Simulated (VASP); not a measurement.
# LiMg2Ge2 in VASP: single point with PBE

Aim: the single point of LiMg2Ge2 with PBE.

Program: VASP 6.6.1. These are calculated values, not measurements. Logs are shortened: lines on timing, memory, paths and dates and some standing lists are left out, and cuts for length are marked.

## (1) The cell of the first run

The typed cell holds 5 atoms: a = 4.035 Å, b = 4.035 Å, c = 6.639 Å, α = 90.00°, β = 90.00°, γ = 120.00°.

## (2) Single point, PBE

INCAR reads:

```
SYSTEM = LiMg2Ge2
PREC     = Accurate       ! precision mode
ENCUT    = 520            ! plane-wave cutoff, eV
EDIFF    = 1E-6           ! SCF threshold, eV
ISMEAR   = -1             ! smearing method
SIGMA    = 0.1            ! smearing width, eV
LREAL    = .FALSE.        ! projectors in reciprocal space
LASPH    = .TRUE.         ! aspherical terms in the spheres
NELM     = 80             ! most SCF steps
ALGO     = Normal         ! electronic algorithm
ISIF     = 2              ! what is computed and relaxed
LWAVE    = .FALSE.        ! write WAVECAR
LCHARG   = .FALSE.        ! write CHGCAR
GGA      = PE             ! functional
NBANDS   = 26             ! bands
```

KPOINTS reads:

```
regular mesh
0
G
  10 10 5
  0 0 0
```

POSCAR reads:

```
LiMg2Ge2
1.0
    4.0351920000      0.0000000000      0.0000000000
   -2.0175960000      3.4945790000      0.0000000000
    0.0000000000      0.0000000000      6.6385140000
Mg Ge Li
2 2 1
Direct
    0.3333000000      0.6667000000      0.6308000000
    0.6667000000      0.3333000000      0.3692000000
    0.6667000000      0.3333000000      0.7471000000
    0.3333000000      0.6667000000      0.2529000000
    0.0000000000      0.0000000000      0.0000000000
```

Potentials or basis: VASP PAW PBE potentials, release 64 (Mg, Ge_d, Li_sv).

On the command line:

```bash
$ cat potpaw_PBE.64/Mg/POTCAR potpaw_PBE.64/Ge_d/POTCAR potpaw_PBE.64/Li_sv/POTCAR > POTCAR
$ mpirun -np 1 vasp_std > vasp.out
```

OUTCAR:

```text
SYSTEM = LiMg2Ge2
   PREC = Accurate
   ENCUT = 520
   EDIFF = 1E-6
   ISMEAR = -1
   LREAL = .FALSE.
   LASPH = .TRUE.
   NELM = 80
   ISIF = 2
   GGA = PE

 ion  position               nearest neighbor table
   1  0.333  0.667  0.631-   3 2.45   3 2.45   3 2.45   4 2.51   2 2.91   2 2.91   2 2.91
   2  0.667  0.333  0.369-   4 2.45   4 2.45   4 2.45   3 2.51   1 2.91   1 2.91   1 2.91
   3  0.667  0.333  0.747-   1 2.45   1 2.45   1 2.45   2 2.51
   4  0.333  0.667  0.253-   2 2.45   2 2.45   2 2.45   1 2.51
   5  0.000  0.000  0.000-

  LATTYP: Found a hexagonal cell.
 ALAT       =     4.0351920000
 C/A-ratio  =     1.6451544313

  Lattice vectors:

 A1 = (   4.0351920000,   0.0000000000,   0.0000000000)
 A2 = (  -2.0175960000,   3.4945790000,   0.0000000000)
 A3 = (   0.0000000000,   0.0000000000,   6.6385140000)

Analysis of symmetry for initial positions (statically):
=====================================================================
 Subroutine PRICEL returns:
 Original cell was already a primitive cell.

 Routine SETGRP: Setting up the symmetry group for a
 hexagonal supercell.

 Subroutine GETGRP returns: Found  4 space group operations
 (whereof  4 operations were pure point group operations)
 out of a pool of 24 trial point group operations.

The static configuration has the point symmetry C_2h.

Analysis of symmetry for dynamics (positions and initial velocities):
=====================================================================
 Subroutine PRICEL returns:
 Original cell was already a primitive cell.

 Routine SETGRP: Setting up the symmetry group for a
 hexagonal supercell.

 Subroutine GETGRP returns: Found  4 space group operations
 (whereof  4 operations were pure point group operations)
 out of a pool of 24 trial point group operations.

The dynamic configuration has the point symmetry C_2h.

 Subroutine INISYM returns: Found  4 space group operations
 (whereof  4 operations are pure point group operations),
 and found     1 'primitive' translations

----------------------------------------------------------------------------------------

                                     Primitive cell

  volume of cell :      93.6117

  direct lattice vectors                    reciprocal lattice vectors
     4.035192000  0.000000000  0.000000000     0.247819682  0.143078751  0.000000000
    -2.017596000  3.494579000  0.000000000     0.000000000  0.286157503  0.000000000
     0.000000000  0.000000000  6.638514000     0.000000000  0.000000000  0.150636121

  length of vectors
     4.035192000  4.035192190  6.638514000     0.286157516  0.286157503  0.150636121

  position of ions in fractional coordinates (direct lattice)
     0.333300000  0.666700000  0.630800000
     0.666700000  0.333300000  0.369200000
     0.666700000  0.333300000  0.747100000
     0.333300000  0.666700000  0.252900000
     0.000000000  0.000000000  0.000000000

  ion indices of the primitive-cell ions
   primitive index   ion index
                 1           1
                 2           2
                 3           3
                 4           4
                 5           5

----------------------------------------------------------------------------------------

 KPOINTS: regular mesh

Automatic generation of k-mesh.
 Grid dimensions read from file:
 generate k-points for:   10   10    5

 Generating k-lattice:

  Cartesian coordinates                     Fractional coordinates (reciprocal lattice)
     0.024781968  0.014307875  0.000000000     0.100000000  0.000000000  0.000000000
     0.000000000  0.028615750  0.000000000     0.000000000  0.100000000  0.000000000
     0.000000000  0.000000000  0.030127224     0.000000000  0.000000000  0.200000000

  Length of vectors
     0.028615752  0.028615750  0.030127224

  Shift w.r.t. Gamma in fractional coordinates (k-lattice)
     0.000000000  0.000000000  0.000000000

 Subroutine IBZKPT returns following result:
 ===========================================

 Found    141 irreducible k-points:

 Following reciprocal coordinates:
            Coordinates               Weight
  0.000000  0.000000  0.000000      1.000000
  0.100000  0.000000  0.000000      4.000000
 -0.100000  0.100000  0.000000      2.000000
  0.200000  0.000000  0.000000      4.000000
 -0.200000  0.200000  0.000000      2.000000
  0.300000  0.000000  0.000000      4.000000
[... 16 lines left out ...]
  0.200000  0.200000  0.000000      2.000000
 -0.200000  0.400000  0.000000      4.000000
 [... further k-points ...]
   k-points           NKPTS =    141   k-points in BZ     NKDIM =    141   number of bands    NBANDS=     26
   number of dos      NEDOS =    301   number of ions     NIONS =      5
   total plane-waves  NPLWV =  45000
   dimension x,y,z NGX =    30 NGY =   30 NGZ =   50
   dimension x,y,z NGXF=    60 NGYF=   60 NGZF=  100
   ions per type =               2   2   1
   NGX,Y,Z   is equivalent  to a cutoff of  12.36, 12.36, 12.52 a.u.
   NGXF,Y,Z  is equivalent  to a cutoff of  24.72, 24.72, 25.04 a.u.
 SYSTEM =  LiMg2Ge2
   PREC   = accura    normal or accurate (medium, high low for compatibility)
   ISTART =      0    job   : 0-new  1-cont  2-samecut
   ICHARG =      2    charge: 1-file 2-atom 10-const
   ISPIN  =      1    spin polarized calculation?
   LNONCOLLINEAR =      F non collinear calculations
   LSORBIT =      F    spin-orbit coupling
   LASPH  =      T    aspherical Exc in radial PAW
   ENCUT  =  520.0 eV  38.22 Ry    6.18 a.u.   7.50  7.50 12.34*2*pi/ulx,y,z
   NELM   =     80;   NELMIN=  2; NELMDL= -5     # of ELM steps
   EDIFF  = 0.1E-05   stopping-criterion for ELM
   LREAL  =      F    real-space projection
   EDIFFG = 0.1E-04   stopping-criterion for IOM
   NSW    =      0    number of steps for IOM
   IBRION =     -1    ionic relax: 0-MD 1-quasi-New 2-CG
   NFREE  =      0    steps in history (QN), initial steepest desc. (CG)
   ISIF   =      2    stress and relaxation
   ISYM   =      2    0-nonsym 1-usesym 2-fastsym
   POTIM  = 0.5000    time-step for ionic-motion
   TEBEG  =    0.0;   TEEND  =   0.0 temperature during run
   PSTRESS=    0.0 pullay stress
   NELECT =      35.0000    total number of electrons
   NUPDOWN=      -1.0000    fix difference up-down
   EMIN   =  10.00;   EMAX   =-10.00  energy-range for DOS
   EFERMI =   0.00;   METHOD = LEGACY
   ISMEAR =    -1;   SIGMA  =   0.10  broadening in eV -4-tet -1-fermi 0-gaus
   EFERMI_NEDOS =   21; number of points for ismear=-14 and -15
   IALGO  =     38    algorithm
   IMIX   =      4    mixing-type and parameters
     AMIX     =   0.40;   BMIX     =  1.00
     AMIX_MAG =   1.60;   BMIX_MAG =  1.00
  volume/ion in A,a.u.               =      18.72       126.34
  Fermi-wavevector in a.u.,A,eV,Ry     =   1.179381  2.228707 18.924888  1.390940
  Thomas-Fermi vector in A             =   2.315693
   LORBIT       =      0    0 simple, 1 ext, 2 COOP (PROOUT), +10 PAW based schemes
   GGA     = PE    functional components
   LHFCALC =     F    Hartree Fock is set to
   AEXX    =    0.0000 exact exchange contribution
   IVDW    =     0    specifies the selected vdW correction
   LEPSILON=     F    determine dielectric tensor
   LRPA    =     F    only Hartree local field effects (RPA)
 non-spin polarized calculation
  energy-cutoff  :      520.00
  volume of cell :       93.61
 maximum number of plane-waves:      2547
   NGX = 15   NGY = 15   NGZ = 25

 number of electron      35.0000014 magnetization

 Free energy of the ion-electron system (eV)
  ---------------------------------------------------
  ext. energy  EPLUGINS =         0.00000000
  ---------------------------------------------------
  free energy    TOTEN  =       -12.53551261 eV

  energy without entropy =      -12.44502682  energy(sigma->0) =      -12.49026972

 E-fermi :   3.5628     XC(G=0):  -9.4763

 val. band max:        3.5568169355   @ k =   0.5000   0.5000   0.4000
 cond. band min:       3.5856818812   @ k =  -0.2000   0.2000   0.4000
 fundamental gap:      0.0288649457
 Fermi energy:         3.5627549799

 k-point     1 :       0.0000    0.0000    0.0000
  band No.  band energies     occupation
      1     -42.3642      2.00000
      2     -20.3500      2.00000
      3     -20.3493      2.00000
      4     -20.3406      2.00000
      5     -20.3405      2.00000
      6     -20.3378      2.00000
[... 18 lines left out ...]
     25      10.4069      0.00000
     26      10.4080      0.00000

 k-point     2 :       0.1000    0.0000    0.0000
  band No.  band energies     occupation
      1     -42.3641      2.00000
      2     -20.3497      2.00000
      3     -20.3490      2.00000
      4     -20.3407      2.00000
      5     -20.3405      2.00000
      6     -20.3380      2.00000
[... 18 lines left out ...]
     25      10.1004      0.00000
     26      10.2326      0.00000

 k-point     3 :      -0.1000    0.1000    0.0000
  band No.  band energies     occupation
      1     -42.3641      2.00000
      2     -20.3497      2.00000
      3     -20.3490      2.00000
      4     -20.3407      2.00000
      5     -20.3405      2.00000
      6     -20.3379      2.00000
[... 18 lines left out ...]
     25      10.0986      0.00000
     26      10.2345      0.00000

 k-point     4 :       0.2000    0.0000    0.0000
  band No.  band energies     occupation
      1     -42.3641      2.00000
      2     -20.3490      2.00000
      3     -20.3485      2.00000
      4     -20.3410      2.00000
      5     -20.3404      2.00000
      6     -20.3385      2.00000
[... 18 lines left out ...]
     25      10.1016      0.00000
     26      10.2326      0.00000
[... 496 lines left out ...]
      1     -42.3637      2.00000
      2     -20.3479      2.00000
      3     -20.3469      2.00000
      4     -20.3410      2.00000
      5     -20.3403      2.00000
      6     -20.3397      2.00000
[... 18 lines left out ...]
     25      11.2400      0.00000
     26      12.3452      0.00000

 k-point    23 :       0.2000    0.2000    0.0000
  band No.  band energies     occupation
      1     -42.3638      2.00000
      2     -20.3478      2.00000
      3     -20.3477      2.00000
      4     -20.3410      2.00000
      5     -20.3408      2.00000
      6     -20.3388      2.00000
[... 18 lines left out ...]
     25      10.2805      0.00000
     26      11.7559      0.00000

 k-point    24 :      -0.2000    0.4000    0.0000
  band No.  band energies     occupation
      1     -42.3638      2.00000
      2     -20.3478      2.00000
      3     -20.3477      2.00000
      4     -20.3410      2.00000
      5     -20.3407      2.00000
      6     -20.3388      2.00000
[... 18 lines left out ...]
     25      10.2793      0.00000
     26      11.7569      0.00000

 [... further k-points ...]

------------------------ aborting loop because EDIFF is reached ----------------------------------------

  FORCE on cell =-STRESS in cart. coord.  units (eV):
  Direction    XX          YY          ZZ          XY          YZ          ZX
  --------------------------------------------------------------------------------------
  -------------------------------------------------------------------------------------
  Total        9.6134253      9.6250034      6.0985416      0.0100259      0.0020228     -0.0035036
  in kB      164.5351894    164.7333506    104.3774384      0.1715947      0.0346203     -0.0599642
  external PRESSURE =     144.5486595 kB  Pullay stress =       0.0000000 kB

 VOLUME and BASIS-vectors are now :
 -----------------------------------------------------------------------------
  energy-cutoff  :      520.00
  volume of cell :       93.61
      direct lattice vectors                 reciprocal lattice vectors
     4.035192000  0.000000000  0.000000000     0.247819682  0.143078751  0.000000000
    -2.017596000  3.494579000  0.000000000     0.000000000  0.286157503  0.000000000
     0.000000000  0.000000000  6.638514000     0.000000000  0.000000000  0.150636121

 POSITION                                       TOTAL-FORCE (eV/Angst)
 -----------------------------------------------------------------------------------
     -0.00020      2.32984      4.18757         0.003649     -0.002107      0.664034
      2.01780      1.16474      2.45094        -0.003649      0.002107     -0.664034
      2.01780      1.16474      4.95963        -0.003233      0.001866      2.249663
     -0.00020      2.32984      1.67888         0.003233     -0.001866     -2.249663
      0.00000      0.00000      0.00000         0.000000     -0.000000      0.000000
 -----------------------------------------------------------------------------------
    total drift:                                0.000000      0.000000      0.000000

  FREE ENERGIE OF THE ION-ELECTRON SYSTEM (eV)
  ---------------------------------------------------
  free  energy   TOTEN  =       -12.5355126105 eV

  energy  without entropy=      -12.4450268226  energy(sigma->0) =      -12.49026972
```

It took 6.8 min on 1 thread of Intel Xeon 8259CL, shared host; peak memory 0.43 GiB.

What came out:

```yaml
Free_energy: -12.5355 eV
Largest_force: 2.250 eV/Å
Band_gap_on_the_k_mesh: zero (an odd number of electrons rules out a gap without spin polarisation)
```

Forces on the atoms (eV/Å):
```
Mg   0.004 -0.002  0.664
Mg  -0.004  0.002 -0.664
Ge  -0.003  0.002  2.250
Ge   0.003 -0.002 -2.250
Li   0.000  0.000  0.000
```

Levels at points of the mesh, in eV from the Fermi level:
```
           k point  band 16  band 17  band 18  band 19  band 20  band 21
(0.00, 0.00, 0.00)     0.50     1.26     1.37     1.37     4.19     4.58
(0.50, 0.00, 0.00)    -2.21    -1.02    -0.64     0.71     2.53     4.25
(0.50, 0.50, 0.00)    -2.21    -1.02    -0.64     0.71     2.53     4.25
```

Caveat: the cutoff is under 1.25 times the usual one of these potentials, so pressure, stress and relaxed cells hold a basis-set (Pulay) error; forces of over 1 eV/Å act on the atoms, so gaps and moduli don't describe the material at rest.

The gap in the log of VASP goes by the Fermi energy; the results here count the filled bands.